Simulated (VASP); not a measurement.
Runs of VASP 6.6.1 on Ba. The structure is that of space group Fd-3m (No. 227), or close to it. The cells are those of the table. This isn't the form of Ba at room conditions, which is bcc.

| task | cell | k mesh | cutoff (eV) | gap on the mesh (eV) | pressure (GPa) |
| --- | --- | --- | --- | --- | --- |
| single point | a = 5.363 Å, angles 60.0°, 2 atoms | 12 × 12 × 12 | 520 | none | 0.5 |
| single point | a = 5.363 Å, angles 60.0°, 2 atoms | 6 × 6 × 6 | 520 | none | 0.5 |
| single point | a = 5.139 Å, angles 60.0°, 2 atoms | 8 × 8 × 8 | 520 | none | 3.3 |
| single point | a = 5.363 Å, angles 60.0°, 2 atoms | 8 × 8 × 8 | 520 | none | 0.5 |
| single point | a = 5.290 Å, angles 60.0°, 2 atoms | 8 × 8 × 8 | 520 | none | (b) |
| single point | a = 5.433 Å, angles 60.0°, 2 atoms | 8 × 8 × 8 | 520 | none | 0.0 |
| single point | a = 5.569 Å, angles 60.0°, 2 atoms | 8 × 8 × 8 | 520 | none | -0.7 |
| single point | a = 5.502 Å, angles 60.0°, 2 atoms | 8 × 8 × 8 | 520 | none | (a) |
| single point | a = 5.216 Å, angles 60.0°, 2 atoms | 8 × 8 × 8 | 520 | none | 2.1 |
| relaxation of cell and atoms | relaxed from a = 6.203 Å, angles 60.0°, 2 atoms | 6 × 6 × 6 | 600 | none | 0.0 |

Alike in all rows: level r2SCAN; potentials or basis VASP PAW PBE potentials, release 64 (Ba_sv); no spin polarisation; smearing fermi-dirac 0.1 eV.

Problem. Estimate the missing entries.

Solution. (a) -0.4; (b) 1.2.

Caveats: the PAW data sets were made with another functional, which shifts forces and pressure a little; spin-orbit coupling is left out, which moves the levels of the heavy elements; the cell stands under pressure (at least some runs).

A k mesh can miss the band edges, and the runs leave out spin-orbit coupling on Ba.

A gap of «none» marks levels without a gap at the run's occupations.
